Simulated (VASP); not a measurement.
Na (a cell with a defect), 17 atoms in the cell. The cell holds a defect, 17 atoms: a = 8.460 Å, b = 8.460 Å, c = 8.460 Å, α = 90.00°, β = 90.00°, γ = 90.00°. 

* Program: VASP 6.6.1
* Task: single point
* Functional: PBEsol
* Potentials or basis: VASP PAW PBE potentials, release 64 (Na_pv)
* Cutoff: 520 eV
* k mesh: 2 × 2 × 2
* Occupations: fermi-dirac, width 0.1 eV
* Spin: no spin polarisation
* Dipole correction: no
* Further INCAR settings: LREAL = Auto; ALGO = Normal; EDIFF = 1e-06; NBANDS = 74

Potentials or basis: VASP PAW PBE potentials, release 64 (Na_pv).

Launch:

```bash
$ cat potpaw_PBE.64/Na_pv/POTCAR > POTCAR
$ mpirun -np 1 vasp_std > vasp.out
```

Hardware: 1 thread of AMD EPYC 7R43 64-Core Processor (Zen 3) (shared host).

**Question.** Estimate the wall time of this run.

**Answer.** Wall time 7.2 min on 1 thread of AMD EPYC 7R43 64-Core Processor (Zen 3), on a shared host, peak memory 0.58 GiB. Counts: scf iterations 12, k points 8.
